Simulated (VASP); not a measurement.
Set up this calculation in VASP 6.6.1, as the native input.

```yaml
Task: single point
Functional: PBE
Dispersion: D4
Potentials_or_basis: VASP PAW PBE potentials, release 64 (Ir, Se)
Cutoff: 520 eV
k_mesh: 12 × 12 × 12
Occupations: gaussian, width 0.05 eV
Spin: no spin polarisation
Dipole_correction: no
Further_INCAR_settings: ALGO = Normal; EDIFF = 1e-06; NBANDS = 14
```

The structure of IrSe lies in POSCAR:

```
IrSe
1.0
    0.0000000000      2.5759288615      2.5759288615
    2.5759288615      0.0000000000      2.5759288615
    2.5759288615      2.5759288615      0.0000000000
Ir Se
1 1
Direct
    0.5000000000      0.5000000000      0.5000000000
    0.0000000000      0.0000000000      0.0000000000
```

One way to write it, as run:

INCAR

```
SYSTEM = IrSe
PREC = Accurate ; ENCUT = 520
EDIFF = 1E-6 ; ISMEAR = 0
SIGMA = 0.05 ; LREAL = .False.
LASPH = .True. ; NELM = 100
ALGO = Normal ; ISIF = 2
LWAVE = .False. ; LCHARG = .True.
GGA = PE ; IVDW = 13
LELF = .True. ; LVHAR = .True.
NBANDS = 14
```

KPOINTS

```
regular mesh
0
Gamma
  12 12 12
  0 0 0
```

Potentials or basis: VASP PAW PBE potentials, release 64 (Ir, Se).

Command:

```bash
$ cat potpaw_PBE.64/Ir/POTCAR potpaw_PBE.64/Se/POTCAR > POTCAR
$ mpirun -np 1 vasp_std > vasp.out
```

Results of the run:

| Quantity | Value |
| --- | --- |
| Pressure | -2.2 GPa |
| Dispersion energy per atom | -0.664 eV |

Caveat: pairwise dispersion overbinds metals, which lowers pressure and volume.

Run time: 27 s on 1 thread of Intel(R) Xeon(R) Platinum 8559C (Emerald Rapids), with other jobs on the host, peak memory 0.18 GiB.
